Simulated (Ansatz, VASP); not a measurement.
Two plane-wave programs on InBiO

```
In Bi O
1.0
     2.83314    0.00000    0.00000
     0.00000    4.80040    0.00000
     0.00000    0.00000    5.16693
In Bi O
1 1 1
Direct
  0.50000 0.50000 0.00000
  0.00000 0.00000 0.00000
  0.00000 0.00000 0.50000
```

Alike in both runs: task single point; functional PBE; k mesh 6 × 4 × 4; occupations gaussian, width 0.1 eV; no spin polarisation.

|  | VASP | Ansatz |
| --- | --- | --- |
| version | VASP 6.6.1 | Ansatz 0.2.0 |
| potentials or method | VASP PAW PBE potentials, release 64 (In_d, Bi_d, O), cutoff 520 eV | scalar-relativistic, plane waves, PAW |
| valence electrons in the cell | 34 | 34 |

Ansatz gave:

```
gap on the k mesh at the Fermi level (eV)                     : none
pressure (GPa)                                                : 18.3
traceless stress, the component that is largest in VASP (GPa) : -36.88
```

Q: Which values does VASP return?

A: gap on the k mesh at the Fermi level (eV): none; pressure (GPa): 18.2; traceless stress, the component that is largest in VASP (GPa): -36.76.

A gap of «none» marks a metal or a gap that the smearing closes.

The k mesh is coarse, so the values compare programs but aren't converged. Spin-orbit coupling is off throughout.
